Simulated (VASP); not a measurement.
Here is a VASP 6.6.1 calculation.

The input INCAR:

```
SYSTEM = TiSi2
PREC = Accurate ; ENCUT = 520
EDIFF = 1E-6 ; ISMEAR = 0
SIGMA = 0.15 ; LREAL = .FALSE.
LASPH = .TRUE. ; NELM = 60
ALGO = Normal ; ISIF = 2
LWAVE = .FALSE. ; LCHARG = .FALSE.
GGA = PS ; NBANDS = 17
```

The input KPOINTS:

```
regular mesh
0
G
  18 18 18
  0 0 0
```

The input POSCAR:

```
TiSi2
1.0
   -1.4863302004      1.7164617857      4.2217888096
    1.4863302004     -1.7164617857      4.2217888096
    1.4863302004      1.7164617857     -4.2217888096
Ti Si
1 2
Direct
    0.0000000000      0.0000000000      0.0000000000
    0.3213883304      0.3213883304      0.0000000000
    0.6786116696      0.6786116696      0.0000000000
```

Potentials or basis: VASP PAW PBE potentials, release 64 (Ti_sv, Si).

Command:

```sh
$ cat potpaw_PBE.64/Ti_sv/POTCAR potpaw_PBE.64/Si/POTCAR > POTCAR
$ mpirun -np 1 vasp_std > vasp.out
```

**Question.** Estimate the largest force.

**Answer.** 0.658 eV/Å.

**Question.** Predict the band gap on the k mesh.

**Answer.** Zero (bands 10 and 11 overlap by 2.17 eV).

**Question.** What does it give for the pressure?

**Answer.** -5.0 GPa.

Forces on the atoms (eV/Å):
```
Ti   0.000  0.000  0.000
Si   0.000  0.000  0.658
Si   0.000  0.000 -0.658
```

Caveat: the cell differs from its parent crystal (atoms shifted along a free coordinate); the cell stands under tension; the PAW data sets were made with another functional, which shifts forces and pressure a little.
